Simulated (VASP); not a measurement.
# C (C2/m) in VASP: notebook, part 3 of 3

VASP 6.6.1. Earlier steps stand in the parts before.

## (5) Single point, PBE (the part above a cut slid along it)

INCAR reads:

```
  ALGO = Normal
  EDIFF = 1E-7
  ENCUT = 520
  GGA = PE
  ISIF = 2
  ISMEAR = 0
  LASPH = T
  LCHARG = F
  LREAL = F
  LWAVE = F
  NBANDS = 36
  NELM = 80
  PREC = Accurate
  SIGMA = 0.05
```

KPOINTS reads:

```
k-points
0
Gamma
  10 10 2
```

POSCAR reads:

```
C
1.0
    1.7834000000     -1.7834000000      0.0000000000
    1.7834000000      0.0000000000     -1.7834000000
    9.8087000000      5.7960500000      5.7960500000
C
12
Direct
    0.4635166667      0.4635166667      0.2708666667
   -0.0781500000     -0.0781500000      0.1042000000
    0.0051833333      0.0051833333      0.4375333333
    0.0885166667      0.0885166667      0.7708666667
    0.5468500000      0.5468500000      0.6042000000
   -0.3698166667     -0.3698166667      0.9375333333
    0.3697666667      0.3697666667      0.3958666667
    0.8281000000      0.8281000000      0.2292000000
   -0.0885666667     -0.0885666667      0.5625333333
   -0.0052333333     -0.0052333333      0.8958666667
   -0.5469000000     -0.5469000000      0.7292000000
    0.2864333333      0.2864333333      0.0625333333
```

The run is started by

```sh
$ cat potpaw_PBE.64/C/POTCAR > POTCAR
$ mpirun -np 1 vasp_std > vasp.out
```

It took 4 min on 1 thread of Intel Xeon 8259CL, shared host; peak memory 0.24 GiB.

It converged, with:

| Property | Result |
| --- | --- |
| Free energy | -105.7057 eV |
| Pressure | 3.4 GPa |
| Largest force | 3.865 eV/Å |
| Band gap on the k mesh | zero (bands 24 and 25 overlap by 0.71 eV) |

Forces on the atoms (eV/Å):
```
C   -0.097 -0.048 -0.048
C   -0.289  0.334  0.334
C   -0.064 -0.052 -0.052
C   -0.293 -0.177 -0.177
C   -0.082 -0.058 -0.058
C   -3.830 -0.367 -0.367
C    0.082  0.058  0.058
C    0.293  0.177  0.177
C    0.064  0.052  0.052
C    0.289 -0.334 -0.334
C    0.097  0.048  0.048
C    3.830  0.367  0.367
```

Stress tensor (GPa, compression positive):
```
 8.31 10.51 10.51
10.51  0.88  0.73
10.51  0.73  0.88
```

Levels at points of the mesh, in eV from the Fermi level:
```csv
k point,band 22,band 23,band 24,band 25,band 26,band 27
"(0.00, 0.00, 0.00)",-0.49,-0.29,0.38,4.85,5.71,5.77
"(0.50, 0.00, 0.00)",-3.79,-3.13,-3.01,3.16,4.65,5.01
"(0.50, 0.50, 0.00)",-4.01,-3.00,-1.18,0.06,4.62,5.03
"(0.00, 0.00, 0.50)",-0.51,-0.46,-0.32,5.25,5.40,5.50
"(0.50, 0.00, 0.50)",-3.56,-3.34,-2.68,3.13,4.71,4.76
"(0.50, 0.50, 0.50)",-3.34,-3.33,-1.11,-0.01,4.63,4.73
```

Caveat: the cell differs from its parent crystal (the part above a cut slid along it); the stress differs along the axes, from 1 to 8 GPa; forces of over 1 eV/Å act on the atoms, so gaps and moduli don't describe the material at rest.

## (6) Single point, PBE (the part above a cut slid along it)

INCAR reads:

```
ALGO = Normal
EDIFF = 1E-7
ENCUT = 520
GGA = PE
ISIF = 2
ISMEAR = 0
LASPH = True
LCHARG = False
LREAL = False
LWAVE = False
NBANDS = 36
NELM = 80
PREC = Accurate
SIGMA = 0.05
```

KPOINTS is that of step 5.

POSCAR reads:

```
C
1.0
    1.7834000000     -1.7834000000      0.0000000000
    1.7834000000      0.0000000000     -1.7834000000
    7.7281855600      6.8363072200      6.8363072200
C
12
Direct
    0.6215131933      0.6215131933      0.2708666667
   -0.0173701400     -0.0173701400      0.1042000000
    0.2603965267      0.2603965267      0.4375333333
    0.5381631933      0.5381631933      0.7708666667
    0.8992798600      0.8992798600      0.6042000000
    0.1770465267      0.1770465267      0.9375333333
    0.6006756933      0.6006756933      0.3958666667
    0.9617923600      0.9617923600      0.2292000000
    0.2395590267      0.2395590267      0.5625333333
    0.5173256933      0.5173256933      0.8958666667
   -0.1215576400     -0.1215576400      0.7292000000
    0.3229090267      0.3229090267      0.0625333333
```

Potentials or basis: VASP PAW PBE potentials, release 64 (C).

The run is started by

```sh
$ cat potpaw_PBE.64/C/POTCAR > POTCAR
$ mpirun -np 1 vasp_std > vasp.out
```

Run time: 4.2 min. Hardware: 1 thread of Intel Xeon 8259CL, shared host; peak memory 0.24 GiB.

It converged, with:

* Free energy: -106.9456 eV
* Pressure: 3.6 GPa
* Largest force: 4.720 eV/Å
* Band gap on the k mesh: 2.53 eV (least direct gap 4.59 eV)

Forces in eV/Å, atoms in the order of the input:
```
C   -0.003 -0.010 -0.010
C   -0.100  0.345  0.345
C    0.005 -0.005 -0.005
C    0.321 -0.380 -0.380
C    0.040 -0.031 -0.031
C    3.121 -2.504 -2.504
C   -0.040  0.031  0.031
C   -0.321  0.380  0.380
C   -0.005  0.005  0.005
C    0.100 -0.345 -0.345
C    0.003  0.010  0.010
C   -3.121  2.504  2.504
```

Stress tensor (GPa, compression positive):
```
-24.48  -1.61  -1.61
 -1.61  17.64  15.73
 -1.61  15.73  17.64
```

Levels at points of the mesh, in eV from the valence-band top:
| k point | band 22 | band 23 | band 24 | band 25 | band 26 | band 27 |
| --- | --- | --- | --- | --- | --- | --- |
| (0.00, 0.00, 0.00) | -0.90 | -0.81 | 0.00 | 4.84 | 4.87 | 5.19 |
| (0.50, 0.00, 0.00) | -4.39 | -3.70 | -2.14 | 2.53 | 4.28 | 4.50 |
| (0.50, 0.50, 0.00) | -4.56 | -3.66 | -3.47 | 3.61 | 4.04 | 4.60 |
| (0.00, 0.00, 0.50) | -0.85 | -0.85 | -0.76 | 4.98 | 5.11 | 5.37 |
| (0.50, 0.00, 0.50) | -3.99 | -3.68 | -2.32 | 2.75 | 4.33 | 4.42 |
| (0.50, 0.50, 0.50) | -4.21 | -3.89 | -3.74 | 3.73 | 4.05 | 4.31 |

Caveat: the cell differs from its parent crystal (the part above a cut slid along it); the stress differs along the axes, from -24 to 18 GPa; forces of over 1 eV/Å act on the atoms, so gaps and moduli don't describe the material at rest. A k mesh can miss the band edges.

## (7) Single point, PBE (the part above a cut slid along it)

INCAR reads:

```
SYSTEM = C
PREC = Accurate ; ENCUT = 520
EDIFF = 1E-7 ; ISMEAR = 0
SIGMA = 0.05 ; LREAL = .False.
LASPH = .True. ; NELM = 100
ALGO = Normal ; ISIF = 2
LWAVE = .False. ; LCHARG = .False.
GGA = PE ; NBANDS = 36
```

KPOINTS reads:

```
regular mesh
0
Gamma
  10 10 2
  0 0 0
```

POSCAR reads:

```
C
1.0
    1.7834000000     -1.7834000000      0.0000000000
    1.7834000000      0.0000000000     -1.7834000000
   10.1058144400      5.6474927800      5.6474927800
C
12
Direct
    0.4409534733      0.4409534733      0.2708666667
   -0.0868298600     -0.0868298600      0.1042000000
   -0.0312631933     -0.0312631933      0.4375333333
    0.0243034733      0.0243034733      0.7708666667
    0.4965201400      0.4965201400      0.6042000000
   -0.4479131933     -0.4479131933      0.9375333333
    0.3367909733      0.3367909733      0.3958666667
    0.8090076400      0.8090076400      0.2292000000
   -0.1354256933     -0.1354256933      0.5625333333
   -0.0798590267     -0.0798590267      0.8958666667
   -0.6076423600     -0.6076423600      0.7292000000
    0.2812243067      0.2812243067      0.0625333333
```

The run is started by

```sh
$ cat potpaw_PBE.64/C/POTCAR > POTCAR
$ mpirun -np 1 vasp_std > vasp.out
```

Wall time 4 min (1 thread of Intel Xeon 8259CL, shared host); peak memory 0.24 GiB.

It converged, with:

| Quantity | Value |
| --- | --- |
| Free energy | -107.1893 eV |
| Pressure | 2.9 GPa |
| Largest force | 4.657 eV/Å |
| Band gap on the k mesh | 0.79 eV (least direct gap 2.55 eV) |

Forces on the atoms (eV/Å):
```
C   -0.021  0.008  0.008
C   -0.176  0.326  0.326
C   -0.007  0.002  0.002
C   -0.409  0.070  0.070
C   -0.043  0.014  0.014
C   -4.156  1.485  1.485
C    0.043 -0.014 -0.014
C    0.409 -0.070 -0.070
C    0.007 -0.002 -0.002
C    0.176 -0.326 -0.326
C    0.021 -0.008 -0.008
C    4.156 -1.485 -1.485
```

Stress tensor (GPa, compression positive):
```
 18.45   9.56   9.56
  9.56  -4.80 -10.33
  9.56 -10.33  -4.80
```

Levels at points of the mesh, in eV from the valence-band top:
```tsv
k point	band 20	band 21	band 22	band 23	band 24	band 25	band 26	band 27	band 28	band 29
(0.00, 0.00, 0.00)	-1.38	-1.11	-0.70	-0.42	0.00	4.70	5.43	5.43	5.80	5.96
(0.50, 0.00, 0.00)	-4.98	-4.35	-3.93	-3.48	-3.37	4.45	4.65	5.01	5.43	5.60
(0.50, 0.50, 0.00)	-4.45	-4.42	-4.36	-3.24	-1.76	0.79	4.35	4.80	4.81	6.01
(0.00, 0.00, 0.50)	-1.49	-0.84	-0.74	-0.70	-0.60	5.02	5.30	5.44	5.94	6.13
(0.50, 0.00, 0.50)	-5.44	-4.56	-4.17	-3.52	-2.98	4.48	4.51	5.02	5.11	5.29
(0.50, 0.50, 0.50)	-5.27	-3.73	-3.61	-3.54	-1.91	0.89	4.32	4.57	5.38	5.66
```

Caveat: the cell differs from its parent crystal (the part above a cut slid along it); the stress differs along the axes, from -5 to 18 GPa; semilocal functionals underestimate gaps, and a narrow one can read as zero; forces of over 1 eV/Å act on the atoms, so gaps and moduli don't describe the material at rest. A k mesh can miss the band edges.

## (8) Summary

```csv
cell,gap on the mesh (eV),pressure (GPa),largest force (eV/Å)
"a = 2.522, b = 2.522, c = 12.547 Å, angles 81.3, 81.3, 60.0°, 12 atoms",none,4.8,3.20
"a = 2.522, b = 2.522, c = 12.489 Å, angles 82.7, 82.7, 60.0°, 12 atoms",none,7.6,4.64
"a = 2.522, b = 2.522, c = 12.616 Å, angles 79.9, 79.9, 60.0°, 12 atoms",none,3.4,3.15
"a = 2.522, b = 2.522, c = 12.783 Å, angles 77.2, 77.2, 60.0°, 12 atoms",none,3.4,3.87
"a = 2.522, b = 2.522, c = 12.377 Å, angles 87.1, 87.1, 60.0°, 12 atoms",2.53,3.6,4.72
"a = 2.522, b = 2.522, c = 12.881 Å, angles 75.8, 75.8, 60.0°, 12 atoms",0.79,2.9,4.66
```

Alike in all rows: task single point; level PBE; potentials or basis VASP PAW PBE potentials, release 64 (C); no spin polarisation; k mesh 10 × 10 × 2; cutoff (eV) 520; smearing gaussian 0.05 eV.

Caveats: forces of over 1 eV/Å act on the atoms, so gaps and moduli don't describe the material at rest; the stress differs along the axes, from -3 to 20 GPa (at least some runs); the stress differs along the axes, from -4 to 30 GPa (at least some runs); the stress differs along the axes, from 1 to 9 GPa (at least some runs); the stress differs along the axes, from 1 to 8 GPa (at least some runs); the stress differs along the axes, from -24 to 18 GPa (at least some runs); the stress differs along the axes, from -5 to 18 GPa (at least some runs).

Total energies depend on the potentials used, so only differences within one code and one set of settings carry meaning.
